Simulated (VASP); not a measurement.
A run of VASP 6.6.1:

INCAR

```
PREC = Accurate
ENCUT = 520
EDIFF = 1E-6
ISMEAR = -1
SIGMA = 0.05
LREAL = False
LASPH = True
NELM = 100
ALGO = Fast
ISIF = 2
LWAVE = False
LCHARG = False
GGA = RE
NBANDS = 12
```

File KPOINTS:

```
Automatic mesh
0
Gamma
  13 13 13
```

Contents of POSCAR:

```
Cu
1.0
    0.0000000000      1.8194705475      1.8194705475
    1.8194705475      0.0000000000      1.8194705475
    1.8194705475      1.8194705475      0.0000000000
Cu
1
Direct
    0.0000000000      0.0000000000      0.0000000000
```

Potentials or basis: VASP PAW PBE potentials, release 64 (Cu).

Run with:

```bash
$ cat potpaw_PBE.64/Cu/POTCAR > POTCAR
$ mpirun -np 1 vasp_std > vasp.out
```

Hardware: 1 thread of Intel(R) Xeon(R) 6975P-C (Granite Rapids), on a shared host.

How long does it take, and how much memory?

It took 6.5 s on 1 thread of Intel(R) Xeon(R) 6975P-C (Granite Rapids), with other jobs on the host, peak memory 0.12 GiB. Counts: scf iterations 13, k points 84.
